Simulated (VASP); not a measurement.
# H10C21O in VASP: further runs

Runs on H10C21O. Level: PBE. Tasks: single point.

Everything below comes from runs of VASP 6.6.1. Logs are shortened: lines on timing, memory, paths and dates and some standing lists are left out, and cuts for length are marked.

### Step 1. The cell of the first run

The cell holds a slab with vacuum, 32 atoms: a = 5.049 Å, b = 5.049 Å, c = 19.836 Å, α = 90.00°, β = 90.00°, γ = 90.00°.

### Step 2. Single point, PBE

Input file INCAR:

```
PREC     = Accurate       # precision mode
ENCUT    = 520            # plane-wave cutoff, eV
EDIFF    = 1E-7           # SCF threshold, eV
ISMEAR   = -1             # smearing method
SIGMA    = 0.05           # smearing width, eV
LREAL    = Auto         
LASPH    = T              # aspherical terms in the spheres
NELM     = 60             # most SCF steps
ALGO     = Normal         # electronic algorithm
ISIF     = 2              # what is computed and relaxed
LWAVE    = F              # write WAVECAR
LCHARG   = F              # write CHGCAR
GGA      = PE             # functional
NBANDS   = 72             # bands
```

Input file KPOINTS:

```
Automatic mesh
0
Gamma
  2 2 1
```

Input file POSCAR:

```
H10C21O
1.0
    5.0487420000      0.0000000000      0.0000000000
    0.0000000000      5.0487420000      0.0000000000
    0.0000000000      0.0000000000     19.8355610000
H C O
10 21 1
Direct
    0.4277897346      0.0000000000      0.0504145055
    0.0722160095      0.0000000000      0.0504145055
    0.9277954786      0.0000000000      0.0504145055
    0.5722217535      0.0000000000      0.0504145055
    0.4277897346      0.5000057440      0.0504145055
    0.0722160095      0.5000057440      0.0504145055
    0.9277954786      0.5000057440      0.0504145055
    0.5722217535      0.5000057440      0.0504145055
    0.6054181418      0.7559704972      0.3726438592
    0.5021250838      0.9094938898      0.3650262274
    0.2500028720      0.0000000000      0.0824125922
    0.7500086160      0.0000000000      0.0824125922
    0.2500028720      0.5000057440      0.0824125922
    0.7500086160      0.5000057440      0.0824125922
    0.2500028720      0.2500028720      0.1274075384
    0.7500086160      0.2500028720      0.1274075384
    0.2500028720      0.7500086160      0.1274075384
    0.7500086160      0.7500086160      0.1274075384
   -0.0007724697      0.2506366933      0.1710261686
    0.4955491883      0.2492502093      0.1736880545
   -0.0035454377      0.7679140665      0.1712933655
    0.4948955601      0.7506226304      0.1750694120
   -0.0011289941      0.0229760206      0.2176898349
    0.4953115053      0.0158059176      0.2152749801
   -0.0244417322      0.5242097933      0.1984264524
    0.4834669706      0.5049970864      0.2248890263
    0.2534294682      0.0817629421      0.2571341441
    0.7360051276      0.0994505166      0.2564081752
    0.2693542273      0.3366581220      0.2536303359
    0.7098798077      0.3464031238      0.2402805749
    1.0445176244      0.4670668456      0.2664709105
    0.9130591343      0.4921820129      0.3185238875
```

Potentials or basis: VASP PAW PBE potentials, release 64 (H, C, O).

The run is started by

```
$ cat potpaw_PBE.64/H/POTCAR potpaw_PBE.64/C/POTCAR potpaw_PBE.64/O/POTCAR > POTCAR
$ mpirun -np 1 vasp_std > vasp.out
```

OUTCAR:

```text
PREC = Accurate
   ENCUT = 520
   EDIFF = 1E-7
   ISMEAR = -1
   LREAL = Auto
   LASPH = T
   NELM = 60
   ISIF = 2
   GGA = PE

 ion  position               nearest neighbor table
   1  0.428  0.000  0.050-   4 0.73  11 1.10
   2  0.072  0.000  0.050-   3 0.73  11 1.10
   3  0.928  0.000  0.050-   2 0.73  12 1.10
   4  0.572  0.000  0.050-   1 0.73  12 1.10
   5  0.428  0.500  0.050-   8 0.73  13 1.10
   6  0.072  0.500  0.050-   7 0.73  13 1.10
   7  0.928  0.500  0.050-   6 0.73  14 1.10
   8  0.572  0.500  0.050-   5 0.73  14 1.10
   9  0.605  0.756  0.373-
  10  0.502  0.909  0.365-
  11  0.250  0.000  0.082-   2 1.10   1 1.10  17 1.55  15 1.55
  12  0.750  0.000  0.082-   4 1.10   3 1.10  18 1.55  16 1.55
  13  0.250  0.500  0.082-   6 1.10   5 1.10  15 1.55  17 1.55
  14  0.750  0.500  0.082-   8 1.10   7 1.10  16 1.55  18 1.55
  15  0.250  0.250  0.127-  19 1.53  20 1.54  13 1.55  11 1.55
  16  0.750  0.250  0.127-  19 1.53  14 1.55  12 1.55  20 1.58
  17  0.250  0.750  0.127-  11 1.55  13 1.55  21 1.55  22 1.56
  18  0.750  0.750  0.127-  21 1.52  12 1.55  14 1.55  22 1.60
  19  0.999  0.251  0.171-  23 1.48  25 1.49  16 1.53  15 1.53  30 2.06
  20  0.496  0.249  0.174-  24 1.44  15 1.54  16 1.58  26 1.64  30 1.78  29 2.00
  21  0.996  0.768  0.171-  25 1.35  18 1.52  17 1.55  23 1.58
  22  0.495  0.751  0.175-  17 1.56  24 1.56  26 1.59  18 1.60
  23  0.999  0.023  0.218-  19 1.48  27 1.53  28 1.58  21 1.58
  24  0.495  0.016  0.215-  20 1.44  27 1.51  28 1.52  22 1.56  30 2.05
  25  0.976  0.524  0.198-  21 1.35  31 1.42  19 1.49  30 1.82
  26  0.483  0.505  0.225-  30 1.43  29 1.49  22 1.59  20 1.64
  27  0.253  0.082  0.257-  29 1.29  24 1.51  23 1.53
  28  0.736  0.099  0.256-  30 1.29  24 1.52  23 1.58
  29  0.269  0.337  0.254-  27 1.29  31 1.34  26 1.49  20 2.00
  30  0.710  0.346  0.240-  28 1.29  26 1.43  20 1.78  25 1.82  31 1.87  32 2.00  24 2.05  19 2.06

  31  0.045  0.467  0.266-  32 1.23  29 1.34  25 1.42  30 1.87
  32  0.913  0.492  0.319-  31 1.23  30 2.00

  LATTYP: Found a simple tetragonal cell.
 ALAT       =     5.0487420000
 C/A-ratio  =     3.9288125636

  Lattice vectors:

 A1 = (   5.0487420000,   0.0000000000,   0.0000000000)
 A2 = (   0.0000000000,   5.0487420000,   0.0000000000)
 A3 = (   0.0000000000,   0.0000000000,  19.8355610000)

Analysis of symmetry for initial positions (statically):
=====================================================================
 Subroutine PRICEL returns:
 Original cell was already a primitive cell.

 Routine SETGRP: Setting up the symmetry group for a
 simple tetragonal supercell.

 Subroutine GETGRP returns: Found  1 space group operations
 (whereof  1 operations were pure point group operations)
 out of a pool of 16 trial point group operations.

The static configuration has the point symmetry C_1 .

Analysis of symmetry for dynamics (positions and initial velocities):
=====================================================================
 Subroutine PRICEL returns:
 Original cell was already a primitive cell.

 Routine SETGRP: Setting up the symmetry group for a
 simple tetragonal supercell.

 Subroutine GETGRP returns: Found  1 space group operations
 (whereof  1 operations were pure point group operations)
 out of a pool of 16 trial point group operations.

The dynamic configuration has the point symmetry C_1 .

 Subroutine INISYM returns: Found  1 space group operations
 (whereof  1 operations are pure point group operations),
 and found     1 'primitive' translations

----------------------------------------------------------------------------------------

                                     Primitive cell

  volume of cell :     505.6044

  direct lattice vectors                    reciprocal lattice vectors
     5.048742000  0.000000000  0.000000000     0.198069143  0.000000000  0.000000000
     0.000000000  5.048742000  0.000000000     0.000000000  0.198069143  0.000000000
     0.000000000  0.000000000 19.835561000     0.000000000  0.000000000  0.050414506

  length of vectors
     5.048742000  5.048742000 19.835561000     0.198069143  0.198069143  0.050414506

  position of ions in fractional coordinates (direct lattice)
     0.427789735  0.000000000  0.050414506
     0.072216010  0.000000000  0.050414506
     0.927795479  0.000000000  0.050414506
     0.572221754  0.000000000  0.050414506
     0.427789735  0.500005744  0.050414506
     0.072216010  0.500005744  0.050414506
[... 24 lines left out ...]
     0.044517624  0.467066846  0.266470910
     0.913059134  0.492182013  0.318523887

  ion indices of the primitive-cell ions
   primitive index   ion index
                 1           1
                 2           2
                 3           3
                 4           4
                 5           5
                 6           6
[... 24 lines left out ...]
                31          31
                32          32

----------------------------------------------------------------------------------------

 KPOINTS: Automatic mesh

Automatic generation of k-mesh.
 Grid dimensions read from file:
 generate k-points for:    2    2    1

 Generating k-lattice:

  Cartesian coordinates                     Fractional coordinates (reciprocal lattice)
     0.099034571  0.000000000  0.000000000     0.500000000  0.000000000  0.000000000
     0.000000000  0.099034571  0.000000000     0.000000000  0.500000000  0.000000000
     0.000000000  0.000000000  0.050414506     0.000000000  0.000000000  1.000000000

  Length of vectors
     0.099034571  0.099034571  0.050414506

  Shift w.r.t. Gamma in fractional coordinates (k-lattice)
     0.000000000  0.000000000  0.000000000

 Subroutine IBZKPT returns following result:
 ===========================================

 Found      4 irreducible k-points:

 Following reciprocal coordinates:
            Coordinates               Weight
  0.000000  0.000000  0.000000      1.000000
  0.500000  0.000000  0.000000      1.000000
  0.000000  0.500000  0.000000      1.000000
  0.500000  0.500000  0.000000      1.000000
   k-points           NKPTS =      4   k-points in BZ     NKDIM =      4   number of bands    NBANDS=     72
   number of dos      NEDOS =    301   number of ions     NIONS =     32
   total plane-waves  NPLWV = 240000
   dimension x,y,z NGX =    40 NGY =   40 NGZ =  150
   dimension x,y,z NGXF=    80 NGYF=   80 NGZF=  300
   ions per type =              10  21   1
   NGX,Y,Z   is equivalent  to a cutoff of  13.17, 13.17, 12.57 a.u.
   NGXF,Y,Z  is equivalent  to a cutoff of  26.34, 26.34, 25.14 a.u.
 SYSTEM =  unknown system
   PREC   = accura    normal or accurate (medium, high low for compatibility)
   ISTART =      0    job   : 0-new  1-cont  2-samecut
   ICHARG =      2    charge: 1-file 2-atom 10-const
   ISPIN  =      1    spin polarized calculation?
   LNONCOLLINEAR =      F non collinear calculations
   LSORBIT =      F    spin-orbit coupling
   LASPH  =      T    aspherical Exc in radial PAW
   ENCUT  =  520.0 eV  38.22 Ry    6.18 a.u.   9.39  9.39 36.88*2*pi/ulx,y,z
   NELM   =     60;   NELMIN=  2; NELMDL= -5     # of ELM steps
   EDIFF  = 0.1E-06   stopping-criterion for ELM
   LREAL  =      T    real-space projection
   EDIFFG = 0.1E-05   stopping-criterion for IOM
   NSW    =      0    number of steps for IOM
   IBRION =     -1    ionic relax: 0-MD 1-quasi-New 2-CG
   NFREE  =      0    steps in history (QN), initial steepest desc. (CG)
   ISIF   =      2    stress and relaxation
   ISYM   =      2    0-nonsym 1-usesym 2-fastsym
   POTIM  = 0.5000    time-step for ionic-motion
   TEBEG  =    0.0;   TEEND  =   0.0 temperature during run
   PSTRESS=    0.0 pullay stress
   NELECT =     100.0000    total number of electrons
   NUPDOWN=      -1.0000    fix difference up-down
   EMIN   =  10.00;   EMAX   =-10.00  energy-range for DOS
   EFERMI =   0.00;   METHOD = LEGACY
   ISMEAR =    -1;   SIGMA  =   0.05  broadening in eV -4-tet -1-fermi 0-gaus
   EFERMI_NEDOS =   21; number of points for ismear=-14 and -15
   IALGO  =     38    algorithm
   IMIX   =      4    mixing-type and parameters
     AMIX     =   0.40;   BMIX     =  1.00
     AMIX_MAG =   1.60;   BMIX_MAG =  1.00
  volume/ion in A,a.u.               =      15.80       106.62
  Fermi-wavevector in a.u.,A,eV,Ry     =   0.953831  1.802478 12.378481  0.909793
  Thomas-Fermi vector in A             =   2.082522
   LORBIT       =      0    0 simple, 1 ext, 2 COOP (PROOUT), +10 PAW based schemes
   GGA     = PE    functional components
   LHFCALC =     F    Hartree Fock is set to
   AEXX    =    0.0000 exact exchange contribution
   IVDW    =     0    specifies the selected vdW correction
   LEPSILON=     F    determine dielectric tensor
   LRPA    =     F    only Hartree local field effects (RPA)
 non-spin polarized calculation
  energy-cutoff  :      520.00
  volume of cell :      505.60
 maximum number of plane-waves:     13620
 NGX is ok and might be reduce to    40
   NGX = 19   NGY = 19   NGZ = 73

 number of electron     100.0000007 magnetization

 Free energy of the ion-electron system (eV)
  ---------------------------------------------------
  ext. energy  EPLUGINS =         0.00000000
  ---------------------------------------------------
  free energy    TOTEN  =      -201.67974324 eV

  energy without entropy =     -201.67971541  energy(sigma->0) =     -201.67972933

 E-fermi :   0.1399     XC(G=0):  -4.6822

 val. band max:       -0.3700665180   @ k =   0.0000   0.5000   0.0000
 cond. band min:       0.6361586658   @ k =   0.0000   0.5000   0.0000
 fundamental gap:      1.0062251838
 Fermi energy:         0.1399042578

 k-point     1 :       0.0000    0.0000    0.0000
  band No.  band energies     occupation
      1     -23.7007      2.00000
      2     -22.3560      2.00000
      3     -20.3762      2.00000
      4     -19.0398      2.00000
      5     -18.1264      2.00000
      6     -17.9300      2.00000
[... 54 lines left out ...]
     61       4.2331      0.00000
     62       4.4711      0.00000

 k-point     2 :       0.5000    0.0000    0.0000
  band No.  band energies     occupation
      1     -23.4089      2.00000
      2     -22.0339      2.00000
      3     -21.3700      2.00000
      4     -19.1947      2.00000
      5     -19.0602      2.00000
      6     -17.4112      2.00000
[... 54 lines left out ...]
     61       4.9751      0.00000
     62       5.0754      0.00000

 k-point     3 :       0.0000    0.5000    0.0000
  band No.  band energies     occupation
      1     -23.5822      2.00000
      2     -22.1189      2.00000
      3     -20.7135      2.00000
      4     -19.2740      2.00000
      5     -18.6454      2.00000
      6     -17.8836      2.00000
[... 54 lines left out ...]
     61       4.9461      0.00000
     62       4.9950      0.00000

 k-point     4 :       0.5000    0.5000    0.0000
  band No.  band energies     occupation
      1     -23.3610      2.00000
      2     -21.7985      2.00000
      3     -20.9035      2.00000
      4     -19.8844      2.00000
      5     -19.2282      2.00000
      6     -18.1318      2.00000
[... 54 lines left out ...]
     61       5.0350      0.00000
     62       5.5932      0.00000
 [bands above 62 left out]

------------------------ aborting loop because EDIFF is reached ----------------------------------------

  FORCE on cell =-STRESS in cart. coord.  units (eV):
  Direction    XX          YY          ZZ          XY          YZ          ZX
  --------------------------------------------------------------------------------------
  -------------------------------------------------------------------------------------
  Total      104.6615453     20.9874525     22.8085246     -5.8200397     -0.4779963      5.5074847
  in kB      331.6552537     66.5057913     72.2764696    -18.4427502     -1.5146917     17.4523146
  external PRESSURE =     156.8125048 kB  Pullay stress =       0.0000000 kB

 VOLUME and BASIS-vectors are now :
 -----------------------------------------------------------------------------
  energy-cutoff  :      520.00
  volume of cell :      505.60
      direct lattice vectors                 reciprocal lattice vectors
     5.048742000  0.000000000  0.000000000     0.198069143  0.000000000  0.000000000
     0.000000000  5.048742000  0.000000000     0.000000000  0.198069143  0.000000000
     0.000000000  0.000000000 19.835561000     0.000000000  0.000000000  0.050414506

 POSITION                                       TOTAL-FORCE (eV/Angst)
 -----------------------------------------------------------------------------------
      2.15980      0.00000      1.00000        -8.891791     -0.023482     -0.043260
      0.36460      0.00000      1.00000         8.870490     -0.049429      0.096044
      4.68420      0.00000      1.00000        -8.864909     -0.083493      0.125270
      2.88900      0.00000      1.00000         8.934198      0.039604     -0.109077
      2.15980      2.52440      1.00000        -8.950496      0.082694      0.083906
      0.36460      2.52440      1.00000         8.940406      0.068662      0.000371
[... 24 lines left out ...]
      0.22476      2.35810      5.28560        -0.304145      3.368846      3.205087
      4.60980      2.48490      6.31810         0.145215      1.265999      1.242527
 -----------------------------------------------------------------------------------
    total drift:                                0.041552      0.011615      0.000113

  FREE ENERGIE OF THE ION-ELECTRON SYSTEM (eV)
  ---------------------------------------------------
  free  energy   TOTEN  =      -201.6797432419 eV

  energy  without entropy=     -201.6797154133  energy(sigma->0) =     -201.67972933
```

Run time: 3.5 min. Hardware: 1 thread of Intel Xeon 6975P-C (Granite Rapids), shared host; peak memory 0.58 GiB.

Results:

```yaml
Free_energy: -201.6797 eV
Largest_force: 9.256 eV/Å
Band_gap_on_the_k_mesh: 1.01 eV, direct
```

Forces on the atoms (eV/Å):
```
H   -8.892 -0.023 -0.043
H    8.870 -0.049  0.096
H   -8.865 -0.083  0.125
H    8.934  0.040 -0.109
H   -8.950  0.083  0.084
H    8.940  0.069  0.000
H   -8.911  0.018  0.024
H    8.927  0.096  0.109
H   -2.128  3.052 -0.466
H    2.002 -3.107  0.687
C    0.728  0.091  1.014
C   -1.010  0.119  0.820
C   -0.102 -0.109  1.101
C    0.038 -0.136  1.138
C   -0.217  0.106 -2.607
C   -0.341 -0.533 -2.920
C    0.220  0.817 -1.232
C   -1.229  1.332 -1.714
C    0.985  0.637 -6.422
C    0.286  0.307 -6.832
C   -0.439  3.044 -1.979
C    0.019  0.792  0.927
C   -1.043 -0.990  1.567
C   -0.019 -3.081  1.159
C   -1.805 -6.387  6.452
C    0.515 -3.421 -1.721
C    0.722 -4.794 -1.427
C    1.036 -5.476 -0.692
C    1.878  4.959  5.974
C    0.009  7.993  2.437
C   -0.304  3.369  3.205
O    0.145  1.266  1.243
```

Caveat: the k points lie up to 0.62 Å⁻¹ apart.

[end of part 1 of 2]
